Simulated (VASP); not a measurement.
Wanted: the native input for a VASP 6.6.1 run.

| Property | Result |
| --- | --- |
| Task | single point |
| Functional | PBE |
| Potentials or basis | VASP PAW PBE potentials, release 64 (Li_sv, H) |
| Cutoff | 520 eV |
| k mesh | 8 × 4 × 4 |
| Occupations | gaussian, width 0.2 eV |
| Spin | no spin polarisation |
| Dipole correction | no |
| Further INCAR settings | ALGO = Normal; EDIFF = 1e-06; NBANDS = 16 |

The structure of Li2H lies in POSCAR:

```
Li2H
1.0
    2.7979305421      0.0000000000      0.0000000000
   -0.0000000001      4.8461578550      0.0000000000
    0.0000000000      0.0000000000      5.2104406837
Li H
4 2
Direct
    0.5000000000      0.5000000000      0.7603724450
    0.0000000000      0.0000000000      0.7603724450
    0.5000000000      0.5000000000      0.2396275550
    0.0000000000      0.0000000000      0.2396275550
    0.0000000000      0.3333333333      0.0000000000
    0.5000000000      0.8333333333      0.0000000000
```

The input as run:

INCAR

```
  PREC = Accurate
  ENCUT = 520
  EDIFF = 1E-6
  ISMEAR = 0
  SIGMA = 0.2
  LREAL = F
  LASPH = T
  NELM = 100
  ALGO = Normal
  ISIF = 2
  LWAVE = F
  LCHARG = F
  GGA = PE
  NBANDS = 16
```

KPOINTS

```
Automatic mesh
0
Gamma
  8 4 4
```

Potentials or basis: VASP PAW PBE potentials, release 64 (Li_sv, H).

Run with:

```console
$ cat potpaw_PBE.64/Li_sv/POTCAR potpaw_PBE.64/H/POTCAR > POTCAR
$ mpirun -np 1 vasp_std > vasp.out
```

Results of the run:

- Band gap on the k mesh: zero (band 7 reaches 3.23 eV, above the bottom of band 8 at 0.00 eV)

Wall time 32 s on 1 thread of Intel(R) Xeon(R) Platinum 8259CL CPU @ 2.50GHz (Skylake/Cascade Lake), on a shared host, peak memory 0.18 GiB.
